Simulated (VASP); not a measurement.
Write the native input for VASP 6.6.1 that does the following.

```yaml
Task: single point
Functional: PBE
Potentials_or_basis: VASP PAW PBE potentials, release 64 (Mg, Li_sv)
Cutoff: 520 eV
k_mesh: 4 × 3 × 4
Occupations: gaussian, width 0.1 eV
Spin: no spin polarisation
Dipole_correction: no
Further_INCAR_settings: ALGO = Normal; EDIFF = 1e-06; NBANDS = 26
```

The structure of LiMg12 (a cell with a defect) lies in POSCAR:

```
LiMg12
1.0
    6.4200000000      0.0000000000      0.0000000000
   -4.8150000000      8.3398250000      0.0000000000
    0.0000000000      0.0000000000      5.2130400000
Mg Li
12 1
Direct
   -0.0227329306      0.0051521465      0.0056015300
    0.1329481589      0.2090114601      0.4811279023
    0.0103820034      0.3360000959     -0.0252313429
    0.1566960545      0.5793945317      0.4237851618
   -0.0295647691      0.6398677430     -0.1158811365
    0.2574996724      0.9591937481      0.6034218038
    0.4803610472     -0.0167125809      0.0820400381
    0.6994091438      0.2537573630      0.4912810951
    0.4831347512      0.3116509039     -0.0116095407
    0.5676203575      0.5141708609      0.4915826466
    0.4983434138      0.6627220595     -0.0153369243
    0.6619608555      0.8869419922      0.5322794377
    0.9350488726      0.7671343224      1.3090799227
```

One way to write it, as run:

INCAR

```
SYSTEM = LiMg12
ALGO = Normal ; EDIFF = 1E-6
ENCUT = 520 ; GGA = PE
ISIF = 2 ; ISMEAR = 0
LASPH = .True. ; LCHARG = .False.
LREAL = .False. ; LWAVE = .False.
NBANDS = 26 ; NELM = 60
PREC = Accurate ; SIGMA = 0.1
```

KPOINTS

```
k-points
0
Gamma
  4 3 4
  0 0 0
```

Potentials or basis: VASP PAW PBE potentials, release 64 (Mg, Li_sv).

The run is started by

```bash
$ cat potpaw_PBE.64/Mg/POTCAR potpaw_PBE.64/Li_sv/POTCAR > POTCAR
$ mpirun -np 1 vasp_std > vasp.out
```

Results of the run:

The largest force is 0.008 eV/Å.

Run time: 79 s on 1 thread of Intel(R) Xeon(R) 6975P-C (Granite Rapids), with other jobs on the host, peak memory 0.44 GiB.
